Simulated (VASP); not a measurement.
Wanted: the native input for a VASP 6.6.1 run.

| Item | Value |
| --- | --- |
| Task | single point |
| Functional | PBE |
| Potentials or basis | VASP PAW PBE potentials, release 64 (B, N) |
| Cutoff | 520 eV |
| k mesh | 6 × 6 × 6 |
| Occupations | gaussian, width 0.05 eV |
| Spin | no spin polarisation |
| Dipole correction | no |
| Further INCAR settings | ALGO = Normal; EDIFF = 1e-06; NBANDS = 16 |

The structure of BN lies in POSCAR:

```
BN
1.0
    0.0000000000     -1.8123937734     -1.8123937734
   -1.8123937734      0.0000000000     -1.8123937734
    1.8123937734      1.8123937734     -3.6247875468
B N
2 2
Direct
   -0.0203332258     -0.0003200587      0.0000000000
    0.5203332258      0.5003200587      0.5000000000
    0.3541916819      0.3746724631      0.8750000000
    0.8958083181      0.8753275369      0.3750000000
```

This cell differs from its parent crystal: mode 4 frozen in at +0.017 Å and mode 5 at +0.051 Å (largest displacements).

The input as run:

INCAR

```
ALGO = Normal
EDIFF = 1E-6
ENCUT = 520
GGA = PE
ISIF = 2
ISMEAR = 0
LASPH = True
LCHARG = False
LREAL = False
LWAVE = False
NBANDS = 16
NELM = 60
PREC = Accurate
SIGMA = 0.05
```

KPOINTS

```
k-points
0
Gamma
  6 6 6
```

Potentials or basis: VASP PAW PBE potentials, release 64 (B, N).

Command:

```bash
$ cat potpaw_PBE.64/B/POTCAR potpaw_PBE.64/N/POTCAR > POTCAR
$ mpirun -np 1 vasp_std > vasp.out
```

Results of the run:

| Quantity | Value |
| --- | --- |
| Pressure | 0.1 GPa |
| Largest force | 0.646 eV/Å |
| Band gap on the k mesh | 4.40 eV |

Caveat: the k points lie up to 0.48 Å⁻¹ apart; the cell differs from its parent crystal (mode 4 frozen in at +0.017 Å and mode 5 at +0.051 Å (largest displacements)).

Wall time 18 s on 1 thread of AMD EPYC 9R45 96-Core Processor (Zen 5), on a shared host, peak memory 0.13 GiB.
